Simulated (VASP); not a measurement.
# BaO (Fm-3m) in VASP: single point with PBEsol

Aim: the single point of BaO with PBEsol.

All numbers are computed with VASP 6.6.1; they aren't measurements. Logs are shortened: lines on timing, memory, paths and dates and some standing lists are left out, and cuts for length are marked.

### 1 The cell of the first run

Symmetry: Fm-3m, No. 225, cubic system. Conventional cell: a = 5.490 Å, b = 5.490 Å, c = 5.490 Å, α = 90.00°, β = 90.00°, γ = 90.00°. O (site symmetry m-3m) has 6 Ba at 2.75 Å within 3.6 Å. Ba (site symmetry m-3m) has 6 O at 2.75 Å within 3.6 Å.

### 2 Single point, PBEsol

The input, INCAR:

```
PREC = Accurate ; ENCUT = 600
EDIFF = 1E-6 ; ISMEAR = -1
SIGMA = 0.05 ; LREAL = Auto
LASPH = T ; NELM = 120
ALGO = Normal ; ISIF = 2
LWAVE = F ; LCHARG = F
GGA = PS ; NBANDS = 294
ISYM = 0 ; GGA_COMPAT = F
NCORE = 4
```

The input, KPOINTS:

```
Automatic mesh
0
Gamma
  1 1 1
  0.25 0.25 0.25
```

The input, POSCAR:

```
BaO
1.0
   10.9807560000      0.0000000000      0.0000000000
    0.0000000000     10.9807560000      0.0000000000
    0.0000000000      0.0000000000     10.9807560000
O Ba
32 32
Direct
    0.2500000000      0.0000000000      0.0000000000
    0.2500000000      0.0000000000      0.5000000000
    0.2500000000      0.5000000000      0.0000000000
    0.2500000000      0.5000000000      0.5000000000
    0.7500000000      0.0000000000      0.0000000000
    0.7500000000      0.0000000000      0.5000000000
    0.7500000000      0.5000000000      0.0000000000
    0.7500000000      0.5000000000      0.5000000000
    0.0000000000      0.2500000000      0.0000000000
    0.0000000000      0.2500000000      0.5000000000
    0.0000000000      0.7500000000      0.0000000000
    0.0000000000      0.7500000000      0.5000000000
    0.5000000000      0.2500000000      0.0000000000
    0.5000000000      0.2500000000      0.5000000000
    0.5000000000      0.7500000000      0.0000000000
    0.5000000000      0.7500000000      0.5000000000
    0.0000000000      0.0000000000      0.2500000000
    0.0000000000      0.0000000000      0.7500000000
    0.0000000000      0.5000000000      0.2500000000
    0.0000000000      0.5000000000      0.7500000000
    0.5000000000      0.0000000000      0.2500000000
    0.5000000000      0.0000000000      0.7500000000
    0.5000000000      0.5000000000      0.2500000000
    0.5000000000      0.5000000000      0.7500000000
    0.2500000000      0.2500000000      0.2500000000
    0.2500000000      0.2500000000      0.7500000000
    0.2500000000      0.7500000000      0.2500000000
    0.2500000000      0.7500000000      0.7500000000
    0.7500000000      0.2500000000      0.2500000000
    0.7500000000      0.2500000000      0.7500000000
    0.7500000000      0.7500000000      0.2500000000
    0.7500000000      0.7500000000      0.7500000000
    0.0000000000      0.0000000000      0.0000000000
    0.0000000000      0.0000000000      0.5000000000
    0.0000000000      0.5000000000      0.0000000000
    0.0000000000      0.5000000000      0.5000000000
    0.5000000000      0.0000000000      0.0000000000
    0.5000000000      0.0000000000      0.5000000000
    0.5000000000      0.5000000000      0.0000000000
    0.5000000000      0.5000000000      0.5000000000
    0.2500000000      0.2500000000      0.0000000000
    0.2500000000      0.2500000000      0.5000000000
    0.2500000000      0.7500000000      0.0000000000
    0.2500000000      0.7500000000      0.5000000000
    0.7500000000      0.2500000000      0.0000000000
    0.7500000000      0.2500000000      0.5000000000
    0.7500000000      0.7500000000      0.0000000000
    0.7500000000      0.7500000000      0.5000000000
    0.2500000000      0.0000000000      0.2500000000
    0.2500000000      0.0000000000      0.7500000000
    0.2500000000      0.5000000000      0.2500000000
    0.2500000000      0.5000000000      0.7500000000
    0.7500000000      0.0000000000      0.2500000000
    0.7500000000      0.0000000000      0.7500000000
    0.7500000000      0.5000000000      0.2500000000
    0.7500000000      0.5000000000      0.7500000000
    0.0000000000      0.2500000000      0.2500000000
    0.0000000000      0.2500000000      0.7500000000
    0.0000000000      0.7500000000      0.2500000000
    0.0000000000      0.7500000000      0.7500000000
    0.5000000000      0.2500000000      0.2500000000
    0.5000000000      0.2500000000      0.7500000000
    0.5000000000      0.7500000000      0.2500000000
    0.5000000000      0.7500000000      0.7500000000
```

Potentials or basis: VASP PAW PBE potentials, release 64 (O, Ba_sv).

On the command line:

```console
cat potpaw_PBE.64/O/POTCAR potpaw_PBE.64/Ba_sv/POTCAR > POTCAR
mpirun -np 4 vasp_std > vasp.out
```

OUTCAR:

```text
PREC = Accurate
   ENCUT = 600
   EDIFF = 1E-6
   ISMEAR = -1
   LREAL = Auto
   LASPH = T
   NELM = 120
   ISIF = 2
   GGA = PS
   ISYM = 0

 ion  position               nearest neighbor table
   1  0.250  0.000  0.000-  33 2.75  37 2.75  41 2.75  43 2.75  49 2.75  50 2.75
   2  0.250  0.000  0.500-  34 2.75  38 2.75  42 2.75  44 2.75  49 2.75  50 2.75
   3  0.250  0.500  0.000-  35 2.75  39 2.75  41 2.75  43 2.75  51 2.75  52 2.75
   4  0.250  0.500  0.500-  36 2.75  40 2.75  42 2.75  44 2.75  51 2.75  52 2.75
   5  0.750  0.000  0.000-  33 2.75  37 2.75  45 2.75  47 2.75  53 2.75  54 2.75
   6  0.750  0.000  0.500-  34 2.75  38 2.75  46 2.75  48 2.75  53 2.75  54 2.75
[... 76 lines left out ...]
  58  0.000  0.250  0.750-   9 2.75  10 2.75  18 2.75  20 2.75  26 2.75  30 2.75  33 3.88  34 3.88
                            35 3.88  36 3.88  41 3.88  42 3.88  45 3.88  46 3.88  50 3.88  52 3.88
  59  0.000  0.750  0.250-  11 2.75  12 2.75  17 2.75  19 2.75  27 2.75  31 2.75  33 3.88  34 3.88
                            35 3.88  36 3.88  43 3.88  44 3.88  47 3.88  48 3.88  49 3.88  51 3.88
  60  0.000  0.750  0.750-  11 2.75  12 2.75  18 2.75  20 2.75  28 2.75  32 2.75  33 3.88  34 3.88
                            35 3.88  36 3.88  43 3.88  44 3.88  47 3.88  48 3.88  50 3.88  52 3.88
  61  0.500  0.250  0.250-  13 2.75  14 2.75  21 2.75  23 2.75  25 2.75  29 2.75  37 3.88  38 3.88
                            39 3.88  40 3.88  41 3.88  42 3.88  45 3.88  46 3.88  49 3.88  51 3.88
  62  0.500  0.250  0.750-  13 2.75  14 2.75  22 2.75  24 2.75  26 2.75  30 2.75  37 3.88  38 3.88
                            39 3.88  40 3.88  41 3.88  42 3.88  45 3.88  46 3.88  50 3.88  52 3.88
  63  0.500  0.750  0.250-  15 2.75  16 2.75  21 2.75  23 2.75  27 2.75  31 2.75  37 3.88  38 3.88
                            39 3.88  40 3.88  43 3.88  44 3.88  47 3.88  48 3.88  49 3.88  51 3.88
  64  0.500  0.750  0.750-  15 2.75  16 2.75  22 2.75  24 2.75  28 2.75  32 2.75  37 3.88  38 3.88
                            39 3.88  40 3.88  43 3.88  44 3.88  47 3.88  48 3.88  50 3.88  52 3.88

IMPORTANT INFORMATION: All symmetrisations will be switched off!
NOSYMM: (Re-)initialisation of all symmetry stuff for point group C_1.

----------------------------------------------------------------------------------------

                                     Primitive cell

  volume of cell :    1324.0266

  direct lattice vectors                    reciprocal lattice vectors
    10.980756000  0.000000000  0.000000000     0.091068411  0.000000000  0.000000000
     0.000000000 10.980756000  0.000000000     0.000000000  0.091068411  0.000000000
     0.000000000  0.000000000 10.980756000     0.000000000  0.000000000  0.091068411

  length of vectors
    10.980756000 10.980756000 10.980756000     0.091068411  0.091068411  0.091068411

  position of ions in fractional coordinates (direct lattice)
     0.250000000  0.000000000  0.000000000
     0.250000000  0.000000000  0.500000000
     0.250000000  0.500000000  0.000000000
     0.250000000  0.500000000  0.500000000
     0.750000000  0.000000000  0.000000000
     0.750000000  0.000000000  0.500000000
[... 56 lines left out ...]
     0.500000000  0.750000000  0.250000000
     0.500000000  0.750000000  0.750000000

  ion indices of the primitive-cell ions
   primitive index   ion index
                 1           1
                 2           2
                 3           3
                 4           4
                 5           5
                 6           6
[... 56 lines left out ...]
                63          63
                64          64

----------------------------------------------------------------------------------------

 KPOINTS: Automatic mesh

Automatic generation of k-mesh.
 Grid dimensions read from file:
 generate k-points for:    1    1    1

 Generating k-lattice:

  Cartesian coordinates                     Fractional coordinates (reciprocal lattice)
     0.091068411  0.000000000  0.000000000     1.000000000  0.000000000  0.000000000
     0.000000000  0.091068411  0.000000000     0.000000000  1.000000000  0.000000000
     0.000000000  0.000000000  0.091068411     0.000000000  0.000000000  1.000000000

  Length of vectors
     0.091068411  0.091068411  0.091068411

  Shift w.r.t. Gamma in fractional coordinates (k-lattice)
     0.250000000  0.250000000  0.250000000

 Subroutine IBZKPT returns following result:
 ===========================================

 Found      4 irreducible k-points:

 Following reciprocal coordinates:
            Coordinates               Weight
  0.250000  0.250000  0.250000      2.000000
 -0.250000  0.250000  0.250000      2.000000
 -0.250000 -0.250000  0.250000      2.000000
  0.250000 -0.250000  0.250000      2.000000
   k-points           NKPTS =      4   k-points in BZ     NKDIM =      4   number of bands    NBANDS=    294
   number of dos      NEDOS =    301   number of ions     NIONS =     64
   total plane-waves  NPLWV = 729000
   dimension x,y,z NGX =    90 NGY =   90 NGZ =   90
   dimension x,y,z NGXF=   180 NGYF=  180 NGZF=  180
   ions per type =              32  32
   NGX,Y,Z   is equivalent  to a cutoff of  13.63, 13.63, 13.63 a.u.
   NGXF,Y,Z  is equivalent  to a cutoff of  27.25, 27.25, 27.25 a.u.
 SYSTEM =  unknown system
   PREC   = accura    normal or accurate (medium, high low for compatibility)
   ISTART =      0    job   : 0-new  1-cont  2-samecut
   ICHARG =      2    charge: 1-file 2-atom 10-const
   ISPIN  =      1    spin polarized calculation?
   LNONCOLLINEAR =      F non collinear calculations
   LSORBIT =      F    spin-orbit coupling
   LASPH  =      T    aspherical Exc in radial PAW
   ENCUT  =  600.0 eV  44.10 Ry    6.64 a.u.  21.93 21.93 21.93*2*pi/ulx,y,z
   NELM   =    120;   NELMIN=  2; NELMDL= -5     # of ELM steps
   EDIFF  = 0.1E-05   stopping-criterion for ELM
   LREAL  =      T    real-space projection
   EDIFFG = 0.1E-04   stopping-criterion for IOM
   NSW    =      0    number of steps for IOM
   IBRION =     -1    ionic relax: 0-MD 1-quasi-New 2-CG
   NFREE  =      0    steps in history (QN), initial steepest desc. (CG)
   ISIF   =      2    stress and relaxation
   ISYM   =      0    0-nonsym 1-usesym 2-fastsym
   POTIM  = 0.5000    time-step for ionic-motion
   TEBEG  =    0.0;   TEEND  =   0.0 temperature during run
   PSTRESS=    0.0 pullay stress
   NELECT =     512.0000    total number of electrons
   NUPDOWN=      -1.0000    fix difference up-down
   EMIN   =  10.00;   EMAX   =-10.00  energy-range for DOS
   EFERMI =   0.00;   METHOD = LEGACY
   ISMEAR =    -1;   SIGMA  =   0.05  broadening in eV -4-tet -1-fermi 0-gaus
   EFERMI_NEDOS =   21; number of points for ismear=-14 and -15
   IALGO  =     38    algorithm
   IMIX   =      4    mixing-type and parameters
     AMIX     =   0.40;   BMIX     =  1.00
     AMIX_MAG =   1.60;   BMIX_MAG =  1.00
  volume/ion in A,a.u.               =      20.69       139.61
  Fermi-wavevector in a.u.,A,eV,Ry     =   1.192704  2.253883 19.354861  1.422542
  Thomas-Fermi vector in A             =   2.328736
   LORBIT       =      0    0 simple, 1 ext, 2 COOP (PROOUT), +10 PAW based schemes
   GGA     = PS    functional components
   LHFCALC =     F    Hartree Fock is set to
   AEXX    =    0.0000 exact exchange contribution
   IVDW    =     0    specifies the selected vdW correction
   LEPSILON=     F    determine dielectric tensor
   LRPA    =     F    only Hartree local field effects (RPA)
 non-spin polarized calculation
  energy-cutoff  :      600.00
  volume of cell :     1324.03
 maximum number of plane-waves:     44206
 NGX is ok and might be reduce to    90
   NGX = 43   NGY = 43   NGZ = 43

 number of electron     511.9999748 magnetization

 Free energy of the ion-electron system (eV)
  ---------------------------------------------------
  ext. energy  EPLUGINS =         0.00000000
  ---------------------------------------------------
  free energy    TOTEN  =      -396.69679332 eV

  energy without entropy =     -396.69679332  energy(sigma->0) =     -396.69679332

 E-fermi :   2.9119     XC(G=0):  -9.9781

 val. band max:        1.6578681518   @ k =  -0.2500  -0.2500   0.2500
 cond. band min:       4.1514561106   @ k =   0.2500   0.2500   0.2500
 fundamental gap:      2.4935879587
 Fermi energy:         2.9119334489

 k-point     1 :       0.2500    0.2500    0.2500
  band No.  band energies     occupation
      1     -23.9145      2.00000
      2     -23.8203      2.00000
      3     -23.8203      2.00000
      4     -23.8203      2.00000
      5     -23.7503      2.00000
      6     -23.7503      2.00000
[... 260 lines left out ...]
    267       5.5503      0.00000
    268       5.5503      0.00000

 k-point     2 :      -0.2500    0.2500    0.2500
  band No.  band energies     occupation
      1     -23.9145      2.00000
      2     -23.8203      2.00000
      3     -23.8203      2.00000
      4     -23.8203      2.00000
      5     -23.7503      2.00000
      6     -23.7503      2.00000
[... 260 lines left out ...]
    267       5.5503      0.00000
    268       5.5503      0.00000

 k-point     3 :      -0.2500   -0.2500    0.2500
  band No.  band energies     occupation
      1     -23.9145      2.00000
      2     -23.8203      2.00000
      3     -23.8203      2.00000
      4     -23.8203      2.00000
      5     -23.7503      2.00000
      6     -23.7503      2.00000
[... 260 lines left out ...]
    267       5.5503      0.00000
    268       5.5503      0.00000

 k-point     4 :       0.2500   -0.2500    0.2500
  band No.  band energies     occupation
      1     -23.9145      2.00000
      2     -23.8203      2.00000
      3     -23.8203      2.00000
      4     -23.8203      2.00000
      5     -23.7503      2.00000
      6     -23.7503      2.00000
[... 260 lines left out ...]
    267       5.5503      0.00000
    268       5.5503      0.00000
 [bands above 268 left out]

------------------------ aborting loop because EDIFF is reached ----------------------------------------

  FORCE on cell =-STRESS in cart. coord.  units (eV):
  Direction    XX          YY          ZZ          XY          YZ          ZX
  --------------------------------------------------------------------------------------
  -------------------------------------------------------------------------------------
  Total       14.8127852     14.8127794     14.8127871     -0.0000002     -0.0000033      0.0000013
  in kB       17.9246459     17.9246388     17.9246482     -0.0000002     -0.0000040      0.0000016
  external PRESSURE =      17.9246443 kB  Pullay stress =       0.0000000 kB

 VOLUME and BASIS-vectors are now :
 -----------------------------------------------------------------------------
  energy-cutoff  :      600.00
  volume of cell :     1324.03
      direct lattice vectors                 reciprocal lattice vectors
    10.980756000  0.000000000  0.000000000     0.091068411  0.000000000  0.000000000
     0.000000000 10.980756000  0.000000000     0.000000000  0.091068411  0.000000000
     0.000000000  0.000000000 10.980756000     0.000000000  0.000000000  0.091068411

 POSITION                                       TOTAL-FORCE (eV/Angst)
 -----------------------------------------------------------------------------------
      2.74519      0.00000      0.00000         0.000003      0.000001     -0.000002
      2.74519      0.00000      5.49038         0.000002      0.000001     -0.000000
      2.74519      5.49038      0.00000        -0.000000     -0.000001      0.000001
      2.74519      5.49038      5.49038         0.000002     -0.000003     -0.000001
      8.23557      0.00000      0.00000        -0.000001      0.000001      0.000001
      8.23557      0.00000      5.49038         0.000000      0.000001     -0.000001
[... 56 lines left out ...]
      5.49038      8.23557      2.74519        -0.000002      0.000026      0.000001
      5.49038      8.23557      8.23557         0.000002     -0.000009     -0.000006
 -----------------------------------------------------------------------------------
    total drift:                                0.000000      0.000013     -0.000016

  FREE ENERGIE OF THE ION-ELECTRON SYSTEM (eV)
  ---------------------------------------------------
  free  energy   TOTEN  =      -396.6967933201 eV

  energy  without entropy=     -396.6967933198  energy(sigma->0) =     -396.69679332
```

It took 17 min on 4 MPI ranks of Intel Xeon Platinum 8259CL at 2.50GHz (Skylake/Cascade Lake), shared host; peak memory 0.66 GiB.

Results:

```
Free energy            : -396.6968 eV
Pressure               : 1.8 GPa
Band gap on the k mesh : 2.49 eV
```

Caveat: the PAW data sets were made with another functional, which shifts forces and pressure a little; spin-orbit coupling is left out, which moves the levels of the heavy elements; a shifted mesh leaves out Γ, where band edges can lie. A k mesh can miss the band edges.
